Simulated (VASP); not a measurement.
# Cu6O (Fm-3m) in VASP: relaxation of cell and atoms with PBE

Aim: the relaxation of cell and atoms of Cu6O with PBE.

Everything below comes from runs of VASP 6.6.1. Logs are shortened: lines on timing, memory, paths and dates and some standing lists are left out, and cuts for length are marked.

### 1 The cell of the first run

Symmetry: Fm-3m, No. 225, cubic system. Conventional cell: a = 7.454 Å, b = 7.454 Å, c = 7.454 Å, α = 90.00°, β = 90.00°, γ = 90.00°. Cu (site symmetry 4mm) has 1 O at 1.99 Å and 4 Cu at 2.45 Å within 2.6 Å. Within 2.6 Å of O (site symmetry m-3m) lie 6 Cu at 1.99 Å.

### 2 Relaxation of cell and atoms, PBE

Contents of INCAR:

```
SYSTEM = Cu6O
PREC = Accurate
ENCUT = 600
EDIFF = 1E-6
ISMEAR = 0
SIGMA = 0.1
LREAL = .FALSE.
LASPH = .TRUE.
NELM = 60
ALGO = Normal
ISIF = 3
LWAVE = .FALSE.
LCHARG = .FALSE.
GGA = PE
IBRION = 2
NSW = 100
EDIFFG = -0.01
```

Contents of KPOINTS:

```
regular mesh
0
G
  10 10 10
  0 0 0
```

Contents of POSCAR:

```
Cu6O
1.0
    0.0000000000      3.7270699248      3.7270699248
    3.7270699248      0.0000000000      3.7270699248
    3.7270699248      3.7270699248      0.0000000000
Cu O
6 1
Direct
    0.7324975653      0.2675024347      0.2675024347
    0.2675024347      0.7324975653      0.7324975653
    0.2675024347      0.7324975653      0.2675024347
    0.7324975653      0.2675024347      0.7324975653
    0.2675024347      0.2675024347      0.7324975653
    0.7324975653      0.7324975653      0.2675024347
    0.0000000000      0.0000000000      0.0000000000
```

Potentials or basis: VASP PAW PBE potentials, release 64 (Cu, O).

The run is started by

```bash
$ cat potpaw_PBE.64/Cu/POTCAR potpaw_PBE.64/O/POTCAR > POTCAR
$ mpirun -np 1 vasp_std > vasp.out
```

OUTCAR:

```text
SYSTEM = Cu6O
   PREC = Accurate
   ENCUT = 600
   EDIFF = 1E-6
   ISMEAR = 0
   LREAL = .FALSE.
   LASPH = .TRUE.
   NELM = 60
   ISIF = 3
   GGA = PE
   IBRION = 2
   NSW = 100
   EDIFFG = -0.01

 ion  position               nearest neighbor table
   1  0.732  0.268  0.268-   7 1.99   4 2.45   5 2.45   6 2.45   3 2.45
   2  0.268  0.732  0.732-   7 1.99   4 2.45   5 2.45   6 2.45   3 2.45
   3  0.268  0.732  0.268-   7 1.99   2 2.45   5 2.45   6 2.45   1 2.45
   4  0.732  0.268  0.732-   7 1.99   2 2.45   5 2.45   6 2.45   1 2.45
   5  0.268  0.268  0.732-   7 1.99   2 2.45   3 2.45   4 2.45   1 2.45
   6  0.732  0.732  0.268-   7 1.99   2 2.45   3 2.45   4 2.45   1 2.45
   7  0.000  0.000  0.000-   1 1.99   2 1.99   3 1.99   4 1.99   5 1.99   6 1.99

  LATTYP: Found a face centered cubic cell.
 ALAT       =     7.4541398496

  Lattice vectors:

 A1 = (   0.0000000000,   3.7270699248,   3.7270699248)
 A2 = (   3.7270699248,   0.0000000000,   3.7270699248)
 A3 = (   3.7270699248,   3.7270699248,   0.0000000000)

Analysis of symmetry for initial positions (statically):
=====================================================================
 Subroutine PRICEL returns:
 Original cell was already a primitive cell.

 Routine SETGRP: Setting up the symmetry group for a
 face centered cubic supercell.

 Subroutine GETGRP returns: Found 48 space group operations
 (whereof 48 operations were pure point group operations)
 out of a pool of 48 trial point group operations.

The static configuration has the point symmetry O_h .

Analysis of symmetry for dynamics (positions and initial velocities):
=====================================================================
 Subroutine PRICEL returns:
 Original cell was already a primitive cell.

 Routine SETGRP: Setting up the symmetry group for a
 face centered cubic supercell.

 Subroutine GETGRP returns: Found 48 space group operations
 (whereof 48 operations were pure point group operations)
 out of a pool of 48 trial point group operations.

The dynamic configuration has the point symmetry O_h .

 Subroutine INISYM returns: Found 48 space group operations
 (whereof 48 operations are pure point group operations),
 and found     1 'primitive' translations

----------------------------------------------------------------------------------------

                                     Primitive cell

  volume of cell :     103.5458

  direct lattice vectors                    reciprocal lattice vectors
     0.000000000  3.727069925  3.727069925    -0.134153641  0.134153641  0.134153641
     3.727069925  0.000000000  3.727069925     0.134153641 -0.134153641  0.134153641
     3.727069925  3.727069925  0.000000000     0.134153641  0.134153641 -0.134153641

  length of vectors
     5.270872836  5.270872836  5.270872836     0.232360922  0.232360922  0.232360922

  position of ions in fractional coordinates (direct lattice)
     0.732497565  0.267502435  0.267502435
     0.267502435  0.732497565  0.732497565
     0.267502435  0.732497565  0.267502435
     0.732497565  0.267502435  0.732497565
     0.267502435  0.267502435  0.732497565
     0.732497565  0.732497565  0.267502435
     0.000000000  0.000000000  0.000000000

  ion indices of the primitive-cell ions
   primitive index   ion index
                 1           1
                 2           2
                 3           3
                 4           4
                 5           5
                 6           6
                 7           7

----------------------------------------------------------------------------------------

 KPOINTS: regular mesh

Automatic generation of k-mesh.
 Grid dimensions read from file:
 generate k-points for:   10   10   10

 Generating k-lattice:

  Cartesian coordinates                     Fractional coordinates (reciprocal lattice)
    -0.013415364  0.013415364  0.013415364     0.100000000  0.000000000  0.000000000
     0.013415364 -0.013415364  0.013415364     0.000000000  0.100000000  0.000000000
     0.013415364  0.013415364 -0.013415364     0.000000000  0.000000000  0.100000000

  Length of vectors
     0.023236092  0.023236092  0.023236092

  Shift w.r.t. Gamma in fractional coordinates (k-lattice)
     0.000000000  0.000000000  0.000000000

 Subroutine IBZKPT returns following result:
 ===========================================

 Found     47 irreducible k-points:

 Following reciprocal coordinates:
            Coordinates               Weight
  0.000000  0.000000  0.000000      1.000000
  0.100000  0.000000  0.000000      8.000000
  0.200000  0.000000  0.000000      8.000000
  0.300000  0.000000  0.000000      8.000000
  0.400000  0.000000  0.000000      8.000000
  0.500000  0.000000  0.000000      4.000000
[... 16 lines left out ...]
  0.300000  0.300000  0.000000      6.000000
  0.400000  0.300000  0.000000     24.000000
 [... further k-points ...]
   k-points           NKPTS =     47   k-points in BZ     NKDIM =     47   number of bands    NBANDS=     43
   number of dos      NEDOS =    301   number of ions     NIONS =      7
   total plane-waves  NPLWV =  74088
   dimension x,y,z NGX =    42 NGY =   42 NGZ =   42
   dimension x,y,z NGXF=    84 NGYF=   84 NGZF=   84
   ions per type =               6   1
   NGX,Y,Z   is equivalent  to a cutoff of  13.25, 13.25, 13.25 a.u.
   NGXF,Y,Z  is equivalent  to a cutoff of  26.49, 26.49, 26.49 a.u.
 SYSTEM =  Cu6O
   PREC   = accura    normal or accurate (medium, high low for compatibility)
   ISTART =      0    job   : 0-new  1-cont  2-samecut
   ICHARG =      2    charge: 1-file 2-atom 10-const
   ISPIN  =      1    spin polarized calculation?
   LNONCOLLINEAR =      F non collinear calculations
   LSORBIT =      F    spin-orbit coupling
   LASPH  =      T    aspherical Exc in radial PAW
   ENCUT  =  600.0 eV  44.10 Ry    6.64 a.u.  10.53 10.53 10.53*2*pi/ulx,y,z
   NELM   =     60;   NELMIN=  2; NELMDL= -5     # of ELM steps
   EDIFF  = 0.1E-05   stopping-criterion for ELM
   LREAL  =      F    real-space projection
   EDIFFG = -.1E-01   stopping-criterion for IOM
   NSW    =    100    number of steps for IOM
   IBRION =      2    ionic relax: 0-MD 1-quasi-New 2-CG
   NFREE  =      1    steps in history (QN), initial steepest desc. (CG)
   ISIF   =      3    stress and relaxation
   ISYM   =      2    0-nonsym 1-usesym 2-fastsym
   POTIM  = 0.5000    time-step for ionic-motion
   TEBEG  =    0.0;   TEEND  =   0.0 temperature during run
   PSTRESS=    0.0 pullay stress
   NELECT =      72.0000    total number of electrons
   NUPDOWN=      -1.0000    fix difference up-down
   EMIN   =  10.00;   EMAX   =-10.00  energy-range for DOS
   EFERMI =   0.00;   METHOD = LEGACY
   ISMEAR =     0;   SIGMA  =   0.10  broadening in eV -4-tet -1-fermi 0-gaus
   EFERMI_NEDOS =   21; number of points for ismear=-14 and -15
   IALGO  =     38    algorithm
   IMIX   =      4    mixing-type and parameters
     AMIX     =   0.40;   BMIX     =  1.00
     AMIX_MAG =   1.60;   BMIX_MAG =  1.00
  volume/ion in A,a.u.               =      14.79        99.82
  Fermi-wavevector in a.u.,A,eV,Ry     =   1.450357  2.740777 28.620321  2.103534
  Thomas-Fermi vector in A             =   2.567978
   LORBIT       =      0    0 simple, 1 ext, 2 COOP (PROOUT), +10 PAW based schemes
   GGA     = PE    functional components
   LHFCALC =     F    Hartree Fock is set to
   AEXX    =    0.0000 exact exchange contribution
   IVDW    =     0    specifies the selected vdW correction
   LEPSILON=     F    determine dielectric tensor
   LRPA    =     F    only Hartree local field effects (RPA)
 conjugate gradient relaxation of ions
 non-spin polarized calculation
 Gauss-broadening in eV      SIGMA  =   0.10
  energy-cutoff  :      600.00
  volume of cell :      103.55
 maximum number of plane-waves:      3481
   NGX = 21   NGY = 21   NGZ = 21

--------------------------------------- Ionic step        1  -------------------------------------------

 number of electron      71.9999986 magnetization

 Free energy of the ion-electron system (eV)
  ---------------------------------------------------
  ext. energy  EPLUGINS =         0.00000000
  ---------------------------------------------------
  free energy    TOTEN  =       -25.69055997 eV

  energy without entropy =      -25.66950160  energy(sigma->0) =      -25.68003078

------------------------ aborting loop because EDIFF is reached ----------------------------------------

  FORCE on cell =-STRESS in cart. coord.  units (eV):
  Direction    XX          YY          ZZ          XY          YZ          ZX
  --------------------------------------------------------------------------------------
  -------------------------------------------------------------------------------------
  Total        0.4785232      0.4785232      0.4785232     -0.0000000      0.0000000      0.0000000
  in kB        7.4042481      7.4042481      7.4042481     -0.0000000      0.0000000      0.0000000
  external PRESSURE =       7.4042481 kB  Pullay stress =       0.0000000 kB

 VOLUME and BASIS-vectors are now :
 -----------------------------------------------------------------------------
  energy-cutoff  :      600.00
  volume of cell :      103.55
      direct lattice vectors                 reciprocal lattice vectors
     0.000000000  3.727069925  3.727069925    -0.134153641  0.134153641  0.134153641
     3.727069925  0.000000000  3.727069925     0.134153641 -0.134153641  0.134153641
     3.727069925  3.727069925  0.000000000     0.134153641  0.134153641 -0.134153641
[... 247 lines left out ...]
 POSITION                                       TOTAL-FORCE (eV/Angst)
 -----------------------------------------------------------------------------------
      2.00058      3.73721      3.73721         0.016380      0.000000      0.000000
      5.47384      3.73721      3.73721        -0.016380      0.000000     -0.000000
      3.73721      2.00058      3.73721         0.000000      0.016380      0.000000
      3.73721      5.47384      3.73721         0.000000     -0.016380     -0.000000
      3.73721      3.73721      2.00058         0.000000      0.000000      0.016380
      3.73721      3.73721      5.47384         0.000000      0.000000     -0.016380
      0.00000      0.00000      0.00000        -0.000000     -0.000000     -0.000000
 -----------------------------------------------------------------------------------
    total drift:                                0.000000      0.000000      0.000000

  FREE ENERGIE OF THE ION-ELECTRON SYSTEM (eV)
  ---------------------------------------------------
  free  energy   TOTEN  =       -25.6922261038 eV

  energy  without entropy=      -25.6713610886  energy(sigma->0) =      -25.68179360

--------------------------------------- Ionic step        8  -------------------------------------------

 number of electron      71.9999967 magnetization

 Free energy of the ion-electron system (eV)
  ---------------------------------------------------
  ext. energy  EPLUGINS =         0.00000000
  ---------------------------------------------------
  free energy    TOTEN  =       -25.69226671 eV

  energy without entropy =      -25.67141514  energy(sigma->0) =      -25.68184093

 E-fermi :   4.8985     XC(G=0): -10.7935

 val. band max:        4.8976614589   @ k =  -0.3000   0.5000   0.2000
 cond. band min:       4.8989715925   @ k =   0.3000   0.2000   0.1000
 fundamental gap:      0.0013101335
 Fermi energy:         4.8985332634

 k-point     1 :       0.0000    0.0000    0.0000
  band No.  band energies     occupation
      1     -15.7263      2.00000
      2      -2.5316      2.00000
      3      -2.5315      2.00000
      4      -2.5315      2.00000
      5      -1.9077      2.00000
      6       0.6036      2.00000
[... 1093 lines left out ...]
     42      10.2509      0.00000
     43      11.8824      0.00000

 [... further k-points ...]
[... 5 lines left out ...]
  --------------------------------------------------------------------------------------
  -------------------------------------------------------------------------------------
  Total       -0.0433133     -0.0433133     -0.0433133      0.0000000     -0.0000000      0.0000000
  in kB       -0.6648190     -0.6648190     -0.6648190      0.0000000     -0.0000000      0.0000000
  external PRESSURE =      -0.6648190 kB  Pullay stress =       0.0000000 kB

 VOLUME and BASIS-vectors are now :
 -----------------------------------------------------------------------------
  energy-cutoff  :      600.00
  volume of cell :      104.38
      direct lattice vectors                 reciprocal lattice vectors
    -0.000000000  3.737083941  3.737083941    -0.133794158  0.133794158  0.133794158
     3.737083941  0.000000000  3.737083941     0.133794158 -0.133794158  0.133794158
     3.737083941  3.737083941 -0.000000000     0.133794158  0.133794158 -0.133794158

 POSITION                                       TOTAL-FORCE (eV/Angst)
 -----------------------------------------------------------------------------------
      2.00136      3.73708      3.73708        -0.002420      0.000000      0.000000
      5.47281      3.73708      3.73708         0.002420      0.000000      0.000000
      3.73708      2.00136      3.73708         0.000000     -0.002420      0.000000
      3.73708      5.47281      3.73708         0.000000      0.002420      0.000000
      3.73708      3.73708      2.00136         0.000000      0.000000     -0.002420
      3.73708      3.73708      5.47281         0.000000      0.000000      0.002420
      7.47417      7.47417      7.47417         0.000000     -0.000000      0.000000
 -----------------------------------------------------------------------------------
    total drift:                               -0.000000     -0.000000      0.000000

  FREE ENERGIE OF THE ION-ELECTRON SYSTEM (eV)
  ---------------------------------------------------
  free  energy   TOTEN  =       -25.6922667087 eV

  energy  without entropy=      -25.6714151438  energy(sigma->0) =      -25.68184093

 reached required accuracy - stopping structural energy minimisation
```

Wall time 9 min (1 thread of Intel Xeon 6975P-C (Granite Rapids), shared host); peak memory 0.38 GiB.

Results:

* Free energy: -25.6923 eV
* Relaxed volume: 14.91 Å³/atom
* Relaxed cell: a = 5.285 Å, b = 5.285 Å, c = 5.285 Å, α = 60.00°, β = 60.00°, γ = 60.00°
* Space group after relaxing (to 0.05 Å): Fm-3m (No. 225)
* Energy gained by relaxing: 0.2 meV/atom
* Ionic steps: 8
* Pressure after relaxing: -0.1 GPa
* Band gap on the k mesh: zero (band 36 reaches 5.77 eV, above the bottom of band 37 at 4.85 eV)

Forces on the atoms (eV/Å):
```
Cu  -0.002  0.000  0.000
Cu   0.002  0.000  0.000
Cu   0.000 -0.002  0.000
Cu   0.000  0.002  0.000
Cu   0.000  0.000 -0.002
Cu   0.000  0.000  0.002
O    0.000  0.000  0.000
```

The path:
```csv
step,energy change (eV),largest force (eV/Å),pressure (GPa),volume (Å³)
1,0.0000,0.0289,0.74,103.55
2,-0.0015,0.0134,-0.27,104.57
3,-0.0017,0.0173,0.08,104.29
4,-0.0017,0.0158,0.03,104.38
5,-0.0016,0.0147,-0.03,104.44
6,-0.0017,0.0162,-0.09,104.42
7,-0.0017,0.0164,-0.05,104.39
8,-0.0017,0.0024,-0.07,104.38
```

Final structure:
```
Cu O
1.0
     0.00000    3.73708    3.73708
     3.73708    0.00000    3.73708
     3.73708    3.73708    0.00000
Cu O
6 1
Direct
  0.73223 0.26777 0.26777
  0.26777 0.73223 0.73223
  0.26777 0.73223 0.26777
  0.73223 0.26777 0.73223
  0.26777 0.26777 0.73223
  0.73223 0.73223 0.26777
  0.00000 0.00000 0.00000
```

With open d or f shells a metallic result of PBE can be an artefact of self-interaction; +U or a hybrid may open a gap.
